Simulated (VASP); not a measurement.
# Al4Ir (P6/mmm) in VASP: notebook

The runs below take Al4Ir through single point, relaxation of cell and atoms, with PBE.

Program: VASP 6.6.1. These are calculated values, not measurements. Logs are shortened: lines on timing, memory, paths and dates and some standing lists are left out, and cuts for length are marked.

## Step 1: The cell of the first run

Symmetry: P6/mmm, No. 191, hexagonal system. Conventional cell: a = 5.315 Å, b = 5.315 Å, c = 4.514 Å, α = 90.00°, β = 90.00°, γ = 120.00°. Within 3.5 Å of Al (site symmetry mmm) lie 6 Al at 2.66 Å and 4 Ir at 3.49 Å. Within 3.0 Å of Al (site symmetry 6/mmm) lie 2 Ir at 2.26 Å and 6 Al at 2.66 Å. Ir (site symmetry 6/mmm) has 2 Al at 2.26 Å within 3.0 Å.

## Step 2: Single point, PBE

Input file INCAR:

```
SYSTEM = Al4Ir
ALGO = Fast
EDIFF = 1E-6
ENCUT = 520
GGA = PE
ISIF = 2
ISMEAR = 0
LASPH = .TRUE.
LCHARG = .TRUE.
LELF = .TRUE.
LREAL = .FALSE.
LVHAR = .TRUE.
LWAVE = .FALSE.
NBANDS = 18
NELM = 60
PREC = Accurate
SIGMA = 0.1
```

Input file KPOINTS:

```
k-points
0
G
  6 6 4
  0 0 0
```

Input file POSCAR:

```
Al4Ir
1.0
    5.3153380625      0.0000000000      0.0000000000
   -2.6576690312      4.6032177918      0.0000000000
    0.0000000000      0.0000000000      4.5139560664
Al Ir
4 1
Direct
    0.5000000000      0.0000000000      0.0000000000
    0.0000000000      0.5000000000      0.0000000000
    0.5000000000      0.5000000000      0.0000000000
    0.0000000000      0.0000000000      0.0000000000
    0.0000000000      0.0000000000      0.5000000000
```

Potentials or basis: VASP PAW PBE potentials, release 64 (Al, Ir).

The run is started by

```
cat potpaw_PBE.64/Al/POTCAR potpaw_PBE.64/Ir/POTCAR > POTCAR
mpirun -np 1 vasp_std > vasp.out
```

OUTCAR:

```text
SYSTEM = Al4Ir
   EDIFF = 1E-6
   ENCUT = 520
   GGA = PE
   ISIF = 2
   ISMEAR = 0
   LASPH = .TRUE.
   LREAL = .FALSE.
   NELM = 60
   PREC = Accurate

 ion  position               nearest neighbor table
   1  0.500  0.000  0.000-   3 2.66   3 2.66   4 2.66   4 2.66   2 2.66   2 2.66
   2  0.000  0.500  0.000-   4 2.66   4 2.66   3 2.66   3 2.66   1 2.66   1 2.66
   3  0.500  0.500  0.000-   1 2.66   1 2.66   2 2.66   2 2.66   4 2.66   4 2.66
   4  0.000  0.000  0.000-   5 2.26   5 2.26   2 2.66   2 2.66   1 2.66   1 2.66   3 2.66   3 2.66

   5  0.000  0.000  0.500-   4 2.26   4 2.26

  LATTYP: Found a hexagonal cell.
 ALAT       =     5.3153380625
 C/A-ratio  =     0.8492321680

  Lattice vectors:

 A1 = (   5.3153380625,   0.0000000000,   0.0000000000)
 A2 = (  -2.6576690312,   4.6032177918,   0.0000000000)
 A3 = (   0.0000000000,   0.0000000000,   4.5139560664)

Analysis of symmetry for initial positions (statically):
=====================================================================
 Subroutine PRICEL returns:
 Original cell was already a primitive cell.

 Routine SETGRP: Setting up the symmetry group for a
 hexagonal supercell.

 Subroutine GETGRP returns: Found 24 space group operations
 (whereof 24 operations were pure point group operations)
 out of a pool of 24 trial point group operations.

The static configuration has the point symmetry D_6h.

Analysis of symmetry for dynamics (positions and initial velocities):
=====================================================================
 Subroutine PRICEL returns:
 Original cell was already a primitive cell.

 Routine SETGRP: Setting up the symmetry group for a
 hexagonal supercell.

 Subroutine GETGRP returns: Found 24 space group operations
 (whereof 24 operations were pure point group operations)
 out of a pool of 24 trial point group operations.

The dynamic configuration has the point symmetry D_6h.

 Subroutine INISYM returns: Found 24 space group operations
 (whereof 24 operations are pure point group operations),
 and found     1 'primitive' translations

----------------------------------------------------------------------------------------

                                     Primitive cell

  volume of cell :     110.4459

  direct lattice vectors                    reciprocal lattice vectors
     5.315338063  0.000000000  0.000000000     0.188134788  0.108619671  0.000000000
    -2.657669031  4.603217792  0.000000000     0.000000000  0.217239341  0.000000000
     0.000000000  0.000000000  4.513956066     0.000000000  0.000000000  0.221535165

  length of vectors
     5.315338063  5.315338062  4.513956066     0.217239341  0.217239341  0.221535165

  position of ions in fractional coordinates (direct lattice)
     0.500000000  0.000000000  0.000000000
     1.000000000  0.500000000  0.000000000
     0.500000000  0.500000000  0.000000000
     0.000000000  0.000000000  0.000000000
     0.000000000  0.000000000  0.500000000

  ion indices of the primitive-cell ions
   primitive index   ion index
                 1           1
                 2           2
                 3           3
                 4           4
                 5           5

----------------------------------------------------------------------------------------

 KPOINTS: k-points

Automatic generation of k-mesh.
 Grid dimensions read from file:
 generate k-points for:    6    6    4

 Generating k-lattice:

  Cartesian coordinates                     Fractional coordinates (reciprocal lattice)
     0.031355798  0.018103278  0.000000000     0.166666667 -0.000000000  0.000000000
     0.000000000  0.036206557  0.000000000     0.000000000  0.166666667  0.000000000
     0.000000000  0.000000000  0.055383791     0.000000000  0.000000000  0.250000000

  Length of vectors
     0.036206557  0.036206557  0.055383791

  Shift w.r.t. Gamma in fractional coordinates (k-lattice)
     0.000000000  0.000000000  0.000000000

 Subroutine IBZKPT returns following result:
 ===========================================

 Found     21 irreducible k-points:

 Following reciprocal coordinates:
            Coordinates               Weight
  0.000000  0.000000  0.000000      1.000000
  0.166667  0.000000  0.000000      6.000000
  0.333333 -0.000000  0.000000      6.000000
  0.500000 -0.000000  0.000000      3.000000
  0.166667  0.166667  0.000000      6.000000
  0.333333  0.166667  0.000000     12.000000
[... 13 lines left out ...]
  0.333333  0.166667  0.500000     12.000000
  0.333333  0.333333  0.500000      2.000000
   k-points           NKPTS =     21   k-points in BZ     NKDIM =     21   number of bands    NBANDS=     18
   number of dos      NEDOS =    301   number of ions     NIONS =      5
   total plane-waves  NPLWV =  57600
   dimension x,y,z NGX =    40 NGY =   40 NGZ =   36
   dimension x,y,z NGXF=    80 NGYF=   80 NGZF=   72
   ions per type =               4   1
   NGX,Y,Z   is equivalent  to a cutoff of  12.51, 12.51, 13.26 a.u.
   NGXF,Y,Z  is equivalent  to a cutoff of  25.02, 25.02, 26.52 a.u.
 SYSTEM =  Al4Ir
   PREC   = accura    normal or accurate (medium, high low for compatibility)
   ISTART =      0    job   : 0-new  1-cont  2-samecut
   ICHARG =      2    charge: 1-file 2-atom 10-const
   ISPIN  =      1    spin polarized calculation?
   LNONCOLLINEAR =      F non collinear calculations
   LSORBIT =      F    spin-orbit coupling
   LASPH  =      T    aspherical Exc in radial PAW
   ENCUT  =  520.0 eV  38.22 Ry    6.18 a.u.   9.88  9.88  8.39*2*pi/ulx,y,z
   NELM   =     60;   NELMIN=  2; NELMDL= -5     # of ELM steps
   EDIFF  = 0.1E-05   stopping-criterion for ELM
   LREAL  =      F    real-space projection
   EDIFFG = 0.1E-04   stopping-criterion for IOM
   NSW    =      0    number of steps for IOM
   IBRION =     -1    ionic relax: 0-MD 1-quasi-New 2-CG
   NFREE  =      0    steps in history (QN), initial steepest desc. (CG)
   ISIF   =      2    stress and relaxation
   ISYM   =      2    0-nonsym 1-usesym 2-fastsym
   POTIM  = 0.5000    time-step for ionic-motion
   TEBEG  =    0.0;   TEEND  =   0.0 temperature during run
   PSTRESS=    0.0 pullay stress
   NELECT =      21.0000    total number of electrons
   NUPDOWN=      -1.0000    fix difference up-down
   EMIN   =  10.00;   EMAX   =-10.00  energy-range for DOS
   EFERMI =   0.00;   METHOD = LEGACY
   ISMEAR =     0;   SIGMA  =   0.10  broadening in eV -4-tet -1-fermi 0-gaus
   EFERMI_NEDOS =   21; number of points for ismear=-14 and -15
   IALGO  =     68    algorithm
   IMIX   =      4    mixing-type and parameters
     AMIX     =   0.40;   BMIX     =  1.00
     AMIX_MAG =   1.60;   BMIX_MAG =  1.00
  volume/ion in A,a.u.               =      22.09       149.07
  Fermi-wavevector in a.u.,A,eV,Ry     =   0.941379  1.778949 12.057417  0.886195
  Thomas-Fermi vector in A             =   2.068884
   LORBIT       =      0    0 simple, 1 ext, 2 COOP (PROOUT), +10 PAW based schemes
   GGA     = PE    functional components
   LHFCALC =     F    Hartree Fock is set to
   AEXX    =    0.0000 exact exchange contribution
   IVDW    =     0    specifies the selected vdW correction
   LEPSILON=     F    determine dielectric tensor
   LRPA    =     F    only Hartree local field effects (RPA)
 non-spin polarized calculation
 RMM-DIIS sequential band-by-band and
 Gauss-broadening in eV      SIGMA  =   0.10
  energy-cutoff  :      520.00
  volume of cell :      110.45
 maximum number of plane-waves:      3006
 NGX is ok and might be reduce to    40
   NGX = 19   NGY = 19   NGZ = 17

 number of electron      21.0000002 magnetization

 Free energy of the ion-electron system (eV)
  ---------------------------------------------------
  ext. energy  EPLUGINS =         0.00000000
  ---------------------------------------------------
  free energy    TOTEN  =       -20.29775681 eV

  energy without entropy =      -20.27726337  energy(sigma->0) =      -20.28751009

 E-fermi :   4.5134     XC(G=0):  -9.2462

 val. band max:        4.4612088398   @ k =   0.3333   0.3333   0.0000
 cond. band min:       4.5226167607   @ k =   0.1667   0.0000   0.2500
 fundamental gap:      0.0614079210
 Fermi energy:         4.5134049399

 k-point     1 :       0.0000    0.0000    0.0000
  band No.  band energies     occupation
      1      -5.0686      2.00000
      2       0.0937      2.00000
      3       1.4065      2.00000
      4       1.4065      2.00000
      5       1.6928      2.00000
      6       2.0340      2.00000
[... 10 lines left out ...]
     17       9.7147      0.00000
     18      10.7127      0.00000

 k-point     2 :       0.1667    0.0000    0.0000
  band No.  band energies     occupation
      1      -4.8852      2.00000
      2      -0.6714      2.00000
      3       0.5340      2.00000
      4       0.9265      2.00000
      5       1.9273      2.00000
      6       2.3220      2.00000
[... 10 lines left out ...]
     17       9.7151      0.00000
     18      10.4435      0.00000

 k-point     3 :       0.3333   -0.0000    0.0000
  band No.  band energies     occupation
      1      -4.3565      2.00000
      2      -2.0089      2.00000
      3      -0.0807      2.00000
      4       0.4769      2.00000
      5       2.1547      2.00000
      6       2.4148      2.00000
[... 10 lines left out ...]
     17       8.7825      0.00000
     18       9.3913      0.00000

 k-point     4 :       0.5000   -0.0000    0.0000
  band No.  band energies     occupation
      1      -3.7898      2.00000
      2      -2.8869      2.00000
      3      -0.2683      2.00000
      4       0.3193      2.00000
      5       2.0954      2.00000
      6       2.3986      2.00000
[... 312 lines left out ...]
      4      -0.1128      2.00000
      5       1.4148      2.00000
      6       2.0018      2.00000
[... 10 lines left out ...]
     17       8.7919      0.00000
     18       9.9817      0.00000

 k-point    20 :       0.3333    0.1667    0.5000
  band No.  band energies     occupation
      1      -3.0728      2.00000
      2      -2.0314      2.00000
      3      -1.0510      2.00000
      4       0.1060      2.00000
      5       1.5677      2.00000
      6       2.3753      2.00000
[... 10 lines left out ...]
     17       9.2689      0.00000
     18      10.5489      0.00000

 k-point    21 :       0.3333    0.3333    0.5000
  band No.  band energies     occupation
      1      -2.2120      2.00000
      2      -2.2120      2.00000
      3      -2.1821      2.00000
      4       0.1802      2.00000
      5       2.3518      2.00000
      6       2.3518      2.00000
[... 10 lines left out ...]
     17      10.4882      0.00000
     18      10.4890      0.00000

------------------------ aborting loop because EDIFF is reached ----------------------------------------

  FORCE on cell =-STRESS in cart. coord.  units (eV):
  Direction    XX          YY          ZZ          XY          YZ          ZX
  --------------------------------------------------------------------------------------
  -------------------------------------------------------------------------------------
  Total       -0.0382766     -0.0382766      0.1895920     -0.0000000     -0.0000000      0.0000000
  in kB       -0.5552576     -0.5552576      2.7503042     -0.0000000     -0.0000000      0.0000000
  external PRESSURE =       0.5465964 kB  Pullay stress =       0.0000000 kB

 VOLUME and BASIS-vectors are now :
 -----------------------------------------------------------------------------
  energy-cutoff  :      520.00
  volume of cell :      110.45
      direct lattice vectors                 reciprocal lattice vectors
     5.315338063  0.000000000  0.000000000     0.188134788  0.108619671  0.000000000
    -2.657669031  4.603217792  0.000000000     0.000000000  0.217239341  0.000000000
     0.000000000  0.000000000  4.513956066     0.000000000  0.000000000  0.221535165

 POSITION                                       TOTAL-FORCE (eV/Angst)
 -----------------------------------------------------------------------------------
      2.65767      0.00000      0.00000        -0.000000      0.000000      0.000000
     -1.32883      2.30161      0.00000         0.000000      0.000000      0.000000
      1.32883      2.30161      0.00000         0.000000      0.000000      0.000000
      0.00000      0.00000      0.00000         0.000000      0.000000      0.000000
      0.00000      0.00000      2.25698        -0.000000      0.000000      0.000000
 -----------------------------------------------------------------------------------
    total drift:                                0.000000     -0.000000      0.000000

  FREE ENERGIE OF THE ION-ELECTRON SYSTEM (eV)
  ---------------------------------------------------
  free  energy   TOTEN  =       -20.2977568101 eV

  energy  without entropy=      -20.2772633666  energy(sigma->0) =      -20.28751009
```

Run time: 25 s. Hardware: 1 thread of Intel Xeon 6975P-C (Granite Rapids), shared host; peak memory 0.24 GiB.

Results:

* Free energy: -20.2978 eV
* Pressure: 0.1 GPa

Caveat: spin-orbit coupling is left out, which moves the levels of the heavy elements.

## Step 3: Relaxation of cell and atoms, PBE

This run uses another cell than the first one, of 15.81 Å³/atom, 0.716 times its volume.

Input file INCAR:

```
SYSTEM = Al4Ir
PREC     = Accurate       ! precision mode
ENCUT    = 600            ! plane-wave cutoff, eV
EDIFF    = 1E-6           ! SCF threshold, eV
ISMEAR   = 0              ! smearing method
SIGMA    = 0.1            ! smearing width, eV
LREAL    = .False.        ! projectors in reciprocal space
LASPH    = .True.         ! aspherical terms in the spheres
NELM     = 100            ! most SCF steps
ALGO     = Normal         ! electronic algorithm
ISIF     = 3              ! what is computed and relaxed
LWAVE    = .False.        ! write WAVECAR
LCHARG   = .False.        ! write CHGCAR
GGA      = PE             ! functional
IBRION   = 2              ! ionic algorithm
NSW      = 90             ! ionic steps
EDIFFG   = -0.04          ! ionic threshold
```

Input file KPOINTS:

```
Automatic mesh
0
Gamma
  6 6 4
  0 0 0
```

Edit POSCAR of step 2 so:

```diff
@@ -2,5 +2,5 @@
 1.0
-    5.3153380625      0.0000000000      0.0000000000
-   -2.6576690312      4.6032177918      0.0000000000
-    0.0000000000      0.0000000000      4.5139560664
+    3.8510251000      0.0000000000      0.0000000000
+   -1.9255125500      3.3350855700      0.0000000000
+    0.0000000000      0.0000000000      6.1534055800
 Al Ir
```

Potentials or basis: VASP PAW PBE potentials, release 64 (Al, Ir).

The run is started by

```
cat potpaw_PBE.64/Al/POTCAR potpaw_PBE.64/Ir/POTCAR > POTCAR
mpirun -np 1 vasp_std > vasp.out
```

It took 5 min on 1 thread of Intel Xeon 6975P-C (Granite Rapids), shared host; peak memory 0.24 GiB.

The run converged. Its results:

```
Free energy                            : -20.2865 eV
Relaxed volume                         : 22.09 Å³/atom
Relaxed cell                           : a = 5.312 Å, b = 5.312 Å, c = 4.520 Å, α = 90.00°, β = 90.00°, γ = 120.00°
Space group after relaxing (to 0.05 Å) : P6/mmm (No. 191)
Energy gained by relaxing              : 5953.8 meV/atom
Ionic steps                            : 17
Pressure after relaxing                : 0.0 GPa
```

Step by step:
| step | energy change (eV) | largest force (eV/Å) | pressure (GPa) | volume (Å³) |
| --- | --- | --- | --- | --- |
| 1 | 0.0000 | 0.0000 | 133.12 | 79.03 |
| 2 | -21.8526 | 0.0000 | -7.89 | 280.47 |
| 3 | -26.8227 | 0.0000 | -8.26 | 157.63 |
| 4 | -26.9062 | 0.0000 | -7.81 | 154.60 |
| 5 | -26.9543 | 0.0000 | -5.80 | 145.64 |
| 6 | -26.9710 | 0.0000 | -6.27 | 147.26 |
| 7 | -28.9594 | 0.0000 | -6.17 | 128.43 |
| 8 | 3.5497 | 0.0000 | 117.42 | 71.23 |
| 9 | -29.3165 | 0.0000 | -5.49 | 124.16 |
| 10 | -29.5936 | 0.0000 | 1.18 | 109.94 |
| 11 | -29.7205 | 0.0000 | -2.66 | 116.03 |
| 12 | -29.7333 | 0.0000 | -1.96 | 114.66 |
| 13 | -29.7314 | 0.0000 | -1.60 | 114.01 |
| 14 | -29.7652 | 0.0000 | 0.81 | 109.09 |
| 15 | -29.7667 | 0.0000 | 0.36 | 109.90 |
| 16 | -29.7685 | 0.0000 | -0.17 | 110.73 |
| 17 | -29.7690 | 0.0000 | 0.00 | 110.45 |

Final structure:
```cif
data_structure
_symmetry_space_group_name_H-M 'P 1'
_symmetry_Int_Tables_number 1
_cell_length_a 5.3122
_cell_length_b 5.3122
_cell_length_c 4.5197
_cell_angle_alpha 90.000
_cell_angle_beta 90.000
_cell_angle_gamma 120.000
_cell_volume 110.45
loop_
_atom_site_label
_atom_site_type_symbol
_atom_site_fract_x
_atom_site_fract_y
_atom_site_fract_z
_atom_site_occupancy
Al1 Al 0.50000 0.00000 0.00000 1
Al2 Al 0.00000 0.50000 0.00000 1
Al3 Al 0.50000 0.50000 0.00000 1
Al4 Al 0.00000 0.00000 0.00000 1
Ir1 Ir 0.00000 0.00000 0.50000 1
```

Levels at points of the mesh, in eV from the Fermi level:
| k point | band 9 | band 10 | band 11 | band 12 | band 13 | band 14 |
| --- | --- | --- | --- | --- | --- | --- |
| (0.00, 0.00, 0.00) | -2.04 | -1.25 | -0.75 | 0.26 | 0.26 | 2.38 |
| (0.50, 0.00, 0.00) | -0.66 | 0.13 | 1.62 | 1.73 | 2.05 | 2.54 |
| (0.00, 0.00, 0.50) | -1.35 | -1.18 | -1.18 | 0.56 | 0.56 | 3.11 |
| (0.50, 0.00, 0.50) | -1.02 | -0.85 | -0.19 | 1.22 | 2.00 | 2.65 |

Caveat: the volume moved by over 15 % at a fixed basis, so the end points are rough; spin-orbit coupling is left out, which moves the levels of the heavy elements.

## Step 4: Single point, PBE

This run uses another cell than the first one, of 22.02 Å³/atom, 0.997 times its volume.

Input file INCAR:

```
  PREC = Accurate
  ENCUT = 520
  EDIFF = 1E-6
  ISMEAR = 0
  SIGMA = 0.1
  LREAL = False
  LASPH = True
  NELM = 60
  ALGO = Fast
  ISIF = 2
  LWAVE = False
  LCHARG = False
  GGA = PE
  NBANDS = 18
```

Input file KPOINTS:

```
Automatic mesh
0
Gamma
  12 12 8
```

Edit POSCAR of step 3 so:

```diff
@@ -2,5 +2,5 @@
 1.0
-    3.8510251000      0.0000000000      0.0000000000
-   -1.9255125500      3.3350855700      0.0000000000
-    0.0000000000      0.0000000000      6.1534055800
+    5.3030976271      0.0000000000      0.0000000000
+   -2.6515488135      4.5926172639      0.0000000000
+    0.0000000000      0.0000000000      4.5202799803
 Al Ir
```

The run is started by

```
cat potpaw_PBE.64/Al/POTCAR potpaw_PBE.64/Ir/POTCAR > POTCAR
mpirun -np 1 vasp_std > vasp.out
```

Run time: 85 s. Hardware: 1 thread of Intel Xeon 6975P-C (Granite Rapids), shared host; peak memory 0.35 GiB.

Results (log left out):

| Item | Value |
| --- | --- |
| Free energy | -20.3832 eV |
| Pressure | 0.0 GPa |

Stress tensor (GPa, compression positive):
```
-0.06  0.00  0.00
 0.00 -0.06  0.00
 0.00  0.00  0.17
```

Levels at points of the mesh, in eV from the Fermi level:
```tsv
k point	band 9	band 10	band 11	band 12	band 13	band 14
(0.00, 0.00, 0.00)	-2.02	-1.27	-0.75	0.25	0.25	2.38
(0.50, 0.00, 0.00)	-0.67	0.13	1.62	1.71	2.04	2.53
(0.00, 0.00, 0.50)	-1.36	-1.19	-1.19	0.56	0.56	2.81
(0.50, 0.00, 0.50)	-1.01	-0.85	-0.18	1.23	1.98	2.65
```

Caveat: spin-orbit coupling is left out, which moves the levels of the heavy elements.

## Step 5: Overview

| task | cell | k mesh | cutoff (eV) | gap on the mesh (eV) | pressure (GPa) |
| --- | --- | --- | --- | --- | --- |
| single point | a = 5.315, b = 5.315, c = 4.514 Å, angles 90.0, 90.0, 120.0°, 5 atoms | 6 × 6 × 4 | 520 | none | 0.1 |
| relaxation of cell and atoms | relaxed from a = 3.851, b = 3.851, c = 6.153 Å, angles 90.0, 90.0, 120.0°, 5 atoms | 6 × 6 × 4 | 600 | none | 0.0 |
| single point | a = 5.303, b = 5.303, c = 4.520 Å, angles 90.0, 90.0, 120.0°, 5 atoms | 12 × 12 × 8 | 520 | none | 0.0 |

Alike in all rows: level PBE; potentials or basis VASP PAW PBE potentials, release 64 (Al, Ir); no spin polarisation; smearing gaussian 0.1 eV.

Caveats: spin-orbit coupling is left out, which moves the levels of the heavy elements; the volume moved by over 15 % at a fixed basis, so the end points are rough (some runs).

Absolute energies hang on the potentials; compare differences alone.
